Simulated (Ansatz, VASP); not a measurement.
# One calculation of Pt, two programs

```
Pt
1.0
     2.73624   -0.01075    0.00063
    -1.37767    2.36260    0.00406
     0.00065    0.00670    4.73429
Pt
2
Direct
  0.74269 0.27823 0.72921
  0.24035 0.76203 0.22994
```

Alike in both runs: task single point; functional PBEsol; k mesh 7 × 7 × 4; no spin polarisation.

|  | VASP | Ansatz |
| --- | --- | --- |
| version | VASP 6.6.1 | Ansatz 0.2.0 |
| potentials or method | VASP PAW PBE potentials, release 64 (Pt) | plane waves, PAW |
| plane-wave cutoff (eV) | 520 | 420 |
| occupations | methfessel-paxton of order 1, width 0.1 eV | cold |
| valence electrons in the cell | 20 | 36 |

|  | VASP | Ansatz | Ansatz less VASP |
| --- | --- | --- | --- |
| pressure (GPa) | -1.4 | -1.0 | +0.40 |
| traceless stress, the component that is largest in VASP (GPa) | 1.01 | 1.35 | +0.343 |
| rms of the force components (eV/Å) | 0.067 | 0.068 | +0.0015 |

VASP's potentials were made for PBE, not for PBEsol. Atom by atom the forces differ by 0.002 eV/Å (rms over components). VASP's potentials hold 20 valence electrons a cell and Ansatz's 36, so a difference there can come from the potentials and not from the codes.

The k mesh is coarse, so the values compare programs but aren't converged. Neither program's run includes spin-orbit coupling.
